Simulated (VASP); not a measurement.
## LaB6: single point with BLYP+D3(BJ)

Crystal: LaB6.

```
La B
1.0
     4.06068    0.00000    0.00000
     0.00000    4.06068    0.00000
     0.00000    0.00000    4.06068
La B
1 6
Direct
  0.00000 0.00000 0.00000
  0.19885 0.50000 0.50000
  0.80115 0.50000 0.50000
  0.50000 0.50000 0.19885
  0.50000 0.50000 0.80115
  0.50000 0.19885 0.50000
  0.50000 0.80115 0.50000
```

```yaml
Program: VASP 6.6.1
Task: single point
Functional: BLYP
Dispersion: D3(BJ)
Potentials_or_basis: VASP PAW PBE potentials, release 64 (La, B)
Cutoff: 520 eV
k_mesh: 6 × 6 × 6
Occupations: gaussian, width 0.05 eV
Spin: no spin polarisation
Dipole_correction: no
Further_INCAR_settings: ALGO = Normal; EDIFF = 1e-06; NBANDS = 24
```

```
Pressure                   : 7.8 GPa
Largest force              : 0.006 eV/Å
Band gap on the k mesh     : zero (an odd number of electrons rules out a gap without spin polarisation)
Dispersion energy per atom : -0.620 eV
```

Forces in eV/Å, atoms in the order of the input:
```
La   0.000  0.000  0.000
B   -0.006  0.000  0.000
B    0.006  0.000  0.000
B    0.000  0.000 -0.006
B    0.000  0.000  0.006
B    0.000 -0.006  0.000
B    0.000  0.006  0.000
```

Levels at points of the mesh, in eV from the Fermi level:
```
           k point  band 10  band 11  band 12  band 13  band 14  band 15  band 16  band 17  band 18  band 19
(0.00, 0.00, 0.00)    -7.22    -7.22    -1.96    -1.96    -1.96     0.09     0.09     0.09     1.62     1.62
(0.50, 0.00, 0.00)    -6.69    -3.60    -3.60    -3.45    -2.59    -1.58     1.39     1.69     1.69     1.85
(0.50, 0.50, 0.00)    -6.40    -4.69    -4.69    -3.14    -3.14     1.00     1.00     1.88     1.91     1.91
(0.50, 0.50, 0.50)    -4.79    -4.79    -2.61    -2.61    -2.61     1.43     1.67     1.67     1.67     1.70
```

Run time: 46 s on 1 thread of Intel(R) Xeon(R) 6975P-C (Granite Rapids), on a shared host, peak memory 0.21 GiB.

Caveat: the cell stands under pressure; the PAW data sets were made with another functional, which shifts forces and pressure a little; spin-orbit coupling is left out, which moves the levels of the heavy elements.
